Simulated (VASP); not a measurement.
Runs of VASP 6.6.1 on InSb. The structure is that of space group F-43m (No. 216), or close to it. The cells are those of the table. 

```csv
cell,gap on the mesh (eV),pressure (GPa)
"a = 4.564, b = 4.564, c = 4.518 Å, angles 60.3, 60.3, 59.3°, 2 atoms",none,1.9
"a = 4.645, b = 4.645, c = 4.679 Å, angles 59.8, 59.8, 60.5°, 2 atoms",(b),-1.2
"a = 4.622, b = 4.622, c = 4.633 Å, angles 59.9, 59.9, 60.2°, 2 atoms",(a),-0.4
"a = 4.587, b = 4.587, c = 4.564 Å, angles 60.2, 60.2, 59.7°, 2 atoms",none,0.9
```

Alike in all rows: task single point; level PBEsol; potentials or basis VASP PAW PBE potentials, release 64 (In_d, Sb); no spin polarisation; k mesh 16 × 16 × 16; cutoff (eV) 520; smearing gaussian 0.15 eV.

Q: Estimate the missing entries.

A: (a) 0.02; (b) 0.07.

Caveats: semilocal functionals underestimate gaps, and a narrow one can read as zero; the PAW data sets were made with another functional, which shifts forces and pressure a little; spin-orbit coupling is left out, which moves the levels of the heavy elements; the smearing spreads over this small gap (at least some runs).

A k mesh can miss the band edges, and the runs leave out spin-orbit coupling on In, Sb.

A gap of «none» marks levels without a gap at the run's occupations.
